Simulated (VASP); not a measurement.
# H11C2NO4 in VASP: further runs, part 2 of 2

VASP 6.6.1.

## 3. Single point, r2SCAN

This run uses another cell than the first one, of 11.39 Å³/atom.

POSCAR

```
H11C2NO4
1.0
    5.8968160000      0.0000000000      0.0000000000
    0.0000000000      5.8968160000      0.0000000000
    0.0000000000      0.0000000000      5.8968160000
O H C N
4 11 2 1
Direct
    0.1923580454      0.1741957015      0.5361198314
    0.4277732254      0.7176415204      0.3524783544
    0.1257288679      0.4276714756      1.1307966876
    0.7858139036      0.4095430483      0.5568259210
    0.3301273094      0.1800293582      0.6217423097
    0.0595914812      0.2545441472      0.5824499187
    0.3447792843      0.8572592396      0.3828676357
    0.3230896131      0.6526912151      0.2408418374
    0.1159948013      0.3143221698      1.2441459934
   -0.0172635538      0.4309444283      1.0579268541
    0.7175058540      0.4782920139      0.4236353992
    0.6646637779      0.3914485377      0.6613229919
    0.4416620766      0.7950222629      0.8289727880
    0.7031760869      0.8414371417      0.7211179728
    0.7075513294      0.6654947348      0.9318757784
    0.6196903549      0.8232408812      0.8728947961
    0.6585079134      1.0423760891      0.9723043758
    0.7171327713      1.2118404237      1.0416468820
```

INCAR.step1

```
  ALGO = Normal
  EDIFF = 1E-5
  ENCUT = 1100
  GGA = PE
  GGA_COMPAT = False
  ISMEAR = -1
  LASPH = True
  LCHARG = False
  LREAL = Auto
  LWAVE = True
  NBANDS = 39
  NELM = 120
  PREC = Accurate
  SIGMA = 0.05
```

INCAR.step2

```
  ALGO = Normal
  EDIFF = 1E-6
  ENCUT = 1100
  GGA_COMPAT = False
  ISIF = 2
  ISMEAR = -1
  ISTART = 1
  LASPH = True
  LCHARG = True
  LELF = True
  LMIXTAU = True
  LREAL = Auto
  LVHAR = True
  LWAVE = False
  METAGGA = R2SCAN
  NBANDS = 39
  NELM = 120
  PREC = Accurate
  SIGMA = 0.05
```

KPOINTS

```
k-points
0
Gamma
  1 1 1
```

Potentials or basis: VASP PAW PBE potentials, release 64 (O_h, H_h, C_h, N_h).

On the command line:

```sh
$ cat potpaw_PBE.64/O_h/POTCAR potpaw_PBE.64/H_h/POTCAR potpaw_PBE.64/C_h/POTCAR potpaw_PBE.64/N_h/POTCAR > POTCAR
$ cp INCAR.step1 INCAR
$ mpirun -np 1 vasp_gam > vasp.out
$ cp INCAR.step2 INCAR
$ mpirun -np 1 vasp_gam > vasp.out
```

OUTCAR:

```text
EDIFF = 1E-6
   ENCUT = 1100
   ISIF = 2
   ISMEAR = -1
   ISTART = 1
   LASPH = True
   LREAL = Auto
   METAGGA = R2SCAN
   NELM = 120
   PREC = Accurate

 ion  position               nearest neighbor table
   1  0.192  0.174  0.536-   6 0.96   5 0.96
   2  0.428  0.718  0.352-   7 0.97   8 0.98
   3  0.126  0.428  0.131-  10 0.95   9 0.95
   4  0.786  0.410  0.557-  12 0.95  11 0.97
   5  0.330  0.180  0.622-   1 0.96
   6  0.060  0.255  0.582-   1 0.96
   7  0.345  0.857  0.383-   2 0.97
   8  0.323  0.653  0.241-   2 0.98
   9  0.116  0.314  0.244-   3 0.95
  10  0.983  0.431  0.058-   3 0.95
  11  0.718  0.478  0.424-   4 0.97
  12  0.665  0.391  0.661-   4 0.95
  13  0.442  0.795  0.829-  16 1.09
  14  0.703  0.841  0.721-  16 1.03
  15  0.708  0.665  0.932-  16 1.12
  16  0.620  0.823  0.873-  14 1.03  13 1.09  15 1.12  17 1.44
  17  0.659  0.042  0.972-  18 1.13  16 1.44
  18  0.717  0.212  0.042-  17 1.13

  LATTYP: Found a simple cubic cell.
 ALAT       =     5.8968160000

  Lattice vectors:

 A1 = (   5.8968160000,   0.0000000000,   0.0000000000)
 A2 = (   0.0000000000,   5.8968160000,   0.0000000000)
 A3 = (   0.0000000000,   0.0000000000,   5.8968160000)

Analysis of symmetry for initial positions (statically):
=====================================================================
 Subroutine PRICEL returns:
 Original cell was already a primitive cell.

 Routine SETGRP: Setting up the symmetry group for a
 simple cubic supercell.

 Subroutine GETGRP returns: Found  1 space group operations
 (whereof  1 operations were pure point group operations)
 out of a pool of 48 trial point group operations.

The static configuration has the point symmetry C_1 .

Analysis of symmetry for dynamics (positions and initial velocities):
=====================================================================
 Subroutine PRICEL returns:
 Original cell was already a primitive cell.

 Routine SETGRP: Setting up the symmetry group for a
 simple cubic supercell.

 Subroutine GETGRP returns: Found  1 space group operations
 (whereof  1 operations were pure point group operations)
 out of a pool of 48 trial point group operations.

The dynamic configuration has the point symmetry C_1 .

 Subroutine INISYM returns: Found  1 space group operations
 (whereof  1 operations are pure point group operations),
 and found     1 'primitive' translations

----------------------------------------------------------------------------------------

                                     Primitive cell

  volume of cell :     205.0467

  direct lattice vectors                    reciprocal lattice vectors
     5.896816000  0.000000000  0.000000000     0.169583043  0.000000000  0.000000000
     0.000000000  5.896816000  0.000000000     0.000000000  0.169583043  0.000000000
     0.000000000  0.000000000  5.896816000     0.000000000  0.000000000  0.169583043

  length of vectors
     5.896816000  5.896816000  5.896816000     0.169583043  0.169583043  0.169583043

  position of ions in fractional coordinates (direct lattice)
     0.192358045  0.174195701  0.536119831
     0.427773225  0.717641520  0.352478354
     0.125728868  0.427671476  0.130796688
     0.785813904  0.409543048  0.556825921
     0.330127309  0.180029358  0.621742310
     0.059591481  0.254544147  0.582449919
[... 10 lines left out ...]
     0.658507913  0.042376089  0.972304376
     0.717132771  0.211840424  0.041646882

  ion indices of the primitive-cell ions
   primitive index   ion index
                 1           1
                 2           2
                 3           3
                 4           4
                 5           5
                 6           6
[... 10 lines left out ...]
                17          17
                18          18

----------------------------------------------------------------------------------------

 KPOINTS: k-points

Automatic generation of k-mesh.
 Grid dimensions read from file:
 generate k-points for:    1    1    1

 Generating k-lattice:

  Cartesian coordinates                     Fractional coordinates (reciprocal lattice)
     0.169583043  0.000000000  0.000000000     1.000000000  0.000000000  0.000000000
     0.000000000  0.169583043  0.000000000     0.000000000  1.000000000  0.000000000
     0.000000000  0.000000000  0.169583043     0.000000000  0.000000000  1.000000000

  Length of vectors
     0.169583043  0.169583043  0.169583043

  Shift w.r.t. Gamma in fractional coordinates (k-lattice)
     0.000000000  0.000000000  0.000000000

 Subroutine IBZKPT returns following result:
 ===========================================

 Found      1 irreducible k-points:

 Following reciprocal coordinates:
            Coordinates               Weight
  0.000000  0.000000  0.000000      1.000000
   k-points           NKPTS =      1   k-points in BZ     NKDIM =      1   number of bands    NBANDS=     39
   number of dos      NEDOS =    301   number of ions     NIONS =     18
   total plane-waves  NPLWV = 262144
   dimension x,y,z NGX =    64 NGY =   64 NGZ =   64
   dimension x,y,z NGXF=   128 NGYF=  128 NGZF=  128
   ions per type =               4  11   2   1
   NGX,Y,Z   is equivalent  to a cutoff of  18.04, 18.04, 18.04 a.u.
   NGXF,Y,Z  is equivalent  to a cutoff of  36.09, 36.09, 36.09 a.u.
 SYSTEM =  unknown system
   PREC   = accura    normal or accurate (medium, high low for compatibility)
   ISTART =      1    job   : 0-new  1-cont  2-samecut
   ICHARG =      0    charge: 1-file 2-atom 10-const
   ISPIN  =      1    spin polarized calculation?
   LNONCOLLINEAR =      F non collinear calculations
   LSORBIT =      F    spin-orbit coupling
   LASPH  =      T    aspherical Exc in radial PAW
   ENCUT  = 1100.0 eV  80.85 Ry    8.99 a.u.  15.95 15.95 15.95*2*pi/ulx,y,z
   NELM   =    120;   NELMIN=  2; NELMDL=  0     # of ELM steps
   EDIFF  = 0.1E-05   stopping-criterion for ELM
   LREAL  =      T    real-space projection
   EDIFFG = 0.1E-04   stopping-criterion for IOM
   NSW    =      0    number of steps for IOM
   IBRION =     -1    ionic relax: 0-MD 1-quasi-New 2-CG
   NFREE  =      0    steps in history (QN), initial steepest desc. (CG)
   ISIF   =      2    stress and relaxation
   ISYM   =      2    0-nonsym 1-usesym 2-fastsym
   POTIM  = 0.5000    time-step for ionic-motion
   TEBEG  =    0.0;   TEEND  =   0.0 temperature during run
   PSTRESS=    0.0 pullay stress
   NELECT =      48.0000    total number of electrons
   NUPDOWN=      -1.0000    fix difference up-down
   EMIN   =  10.00;   EMAX   =-10.00  energy-range for DOS
   EFERMI =   0.00;   METHOD = LEGACY
   ISMEAR =    -1;   SIGMA  =   0.05  broadening in eV -4-tet -1-fermi 0-gaus
   EFERMI_NEDOS =   21; number of points for ismear=-14 and -15
   IALGO  =     38    algorithm
   IMIX   =      4    mixing-type and parameters
     AMIX     =   0.40;   BMIX     =  1.00
     AMIX_MAG =   1.60;   BMIX_MAG =  1.00
  volume/ion in A,a.u.               =      11.39        76.87
  Fermi-wavevector in a.u.,A,eV,Ry     =   1.008953  1.906645 13.850547  1.017986
  Thomas-Fermi vector in A             =   2.141852
   LORBIT       =      0    0 simple, 1 ext, 2 COOP (PROOUT), +10 PAW based schemes
   METAGGA = R2SCAN    functional components
   LHFCALC =     F    Hartree Fock is set to
   AEXX    =    0.0000 exact exchange contribution
   IVDW    =     0    specifies the selected vdW correction
   LEPSILON=     F    determine dielectric tensor
   LRPA    =     F    only Hartree local field effects (RPA)
 non-spin polarized calculation
  energy-cutoff  :     1100.00
  volume of cell :      205.05
 maximum number of plane-waves:      8536
 NGX is ok and might be reduce to    64
   NGX = 31   NGY = 31   NGZ = 31

 number of electron      48.0000000 magnetization

 Free energy of the ion-electron system (eV)
  ---------------------------------------------------
  ext. energy  EPLUGINS =         0.00000000
  ---------------------------------------------------
  free energy    TOTEN  =      -101.87271649 eV

  energy without entropy =     -101.87271649  energy(sigma->0) =     -101.87271649

 E-fermi :  -2.5854     XC(G=0):  -6.8470

 val. band max:       -3.8439343993   @ k =   0.0000   0.0000   0.0000
 cond. band min:       1.6123780358   @ k =   0.0000   0.0000   0.0000
 fundamental gap:      5.4563124350
 Fermi energy:        -2.5854269805

 k-point     1 :       0.0000    0.0000    0.0000
  band No.  band energies     occupation
      1     -23.7224      2.00000
      2     -23.3339      2.00000
      3     -23.0956      2.00000
      4     -22.7456      2.00000
      5     -21.2551      2.00000
      6     -17.1791      2.00000
[... 28 lines left out ...]
     35       7.4736      0.00000
     36       7.9970      0.00000
 [bands above 36 left out]

------------------------ aborting loop because EDIFF is reached ----------------------------------------

  FORCE on cell =-STRESS in cart. coord.  units (eV):
  Direction    XX          YY          ZZ          XY          YZ          ZX
  --------------------------------------------------------------------------------------
  -------------------------------------------------------------------------------------
  Total        0.3169250      0.6242214      4.4893398      2.6144941      1.2665830     -1.3374916
  in kB        2.4763633      4.8774915     35.0784447     20.4289252      9.8967248    -10.4507848
  external PRESSURE =      14.1440998 kB  Pullay stress =       0.0000000 kB

 VOLUME and BASIS-vectors are now :
 -----------------------------------------------------------------------------
  energy-cutoff  :     1100.00
  volume of cell :      205.05
      direct lattice vectors                 reciprocal lattice vectors
     5.896816000  0.000000000  0.000000000     0.169583043  0.000000000  0.000000000
     0.000000000  5.896816000  0.000000000     0.000000000  0.169583043  0.000000000
     0.000000000  0.000000000  5.896816000     0.000000000  0.000000000  0.169583043

 POSITION                                       TOTAL-FORCE (eV/Angst)
 -----------------------------------------------------------------------------------
      1.13430      1.02720      3.16140         0.745621     -1.544116     -1.437787
      2.52250      4.23180      2.07850        -0.804417      0.621886     -0.414368
      0.74140      2.52190      0.77128         1.104527      1.133300     -0.668575
      4.63380      2.41500      3.28350         0.425644      0.124157     -0.540670
      1.94670      1.06160      3.66630        -0.699070      0.678265      0.492543
      0.35140      1.50100      3.43460        -0.165522      0.685636      0.942245
[... 10 lines left out ...]
      3.88310      0.24988      5.73350        -0.239112     -2.975653     -0.135495
      4.22880      1.24918      0.24558         0.277163      2.362792      0.890705
 -----------------------------------------------------------------------------------
    total drift:                               -0.001427     -0.001199     -0.003365

  FREE ENERGIE OF THE ION-ELECTRON SYSTEM (eV)
  ---------------------------------------------------
  free  energy   TOTEN  =      -101.8727164875 eV

  energy  without entropy=     -101.8727164875  energy(sigma->0) =     -101.87271649
```

Wall time 3.7 min (1 thread of Intel Xeon Platinum 8259CL at 2.50GHz (Skylake/Cascade Lake), shared host); peak memory 0.62 GiB.

What came out:

```yaml
Free_energy: -101.8727 eV
Pressure: 1.4 GPa
Largest_force: 2.988 eV/Å
```

Forces in eV/Å, atoms in the order of the input:
```
O    0.746 -1.544 -1.438
O   -0.804  0.622 -0.414
O    1.105  1.133 -0.669
O    0.426  0.124 -0.541
H   -0.699  0.678  0.493
H   -0.166  0.686  0.942
H    0.417 -0.137  0.299
H    0.274 -0.602  0.291
H    0.086 -0.681  0.792
H   -0.754 -0.267 -0.266
H    0.034 -0.056  0.243
H   -0.420 -0.004  0.406
H    0.125 -0.208  0.378
H    1.009  0.215 -2.780
H   -0.708  0.949  0.848
C   -0.708 -0.295  0.660
C   -0.239 -2.976 -0.135
N    0.277  2.363  0.891
```

Stress tensor (GPa, compression positive):
```
 0.25  2.04 -1.05
 2.04  0.49  0.99
-1.05  0.99  3.51
```

Levels at points of the mesh, in eV from the Fermi level:
```tsv
k point	band 20	band 21	band 22	band 23	band 24	band 25	band 26	band 27	band 28	band 29
(0.00, 0.00, 0.00)	-2.76	-2.10	-1.95	-1.58	-1.26	4.20	5.57	5.97	7.25	7.99
```

Caveat: the k points lie up to 1.07 Å⁻¹ apart, too coarse for converged energies, forces and pressures; the atoms stand as in a frame of molecular dynamics; the PAW data sets were made with another functional, which shifts forces and pressure a little.
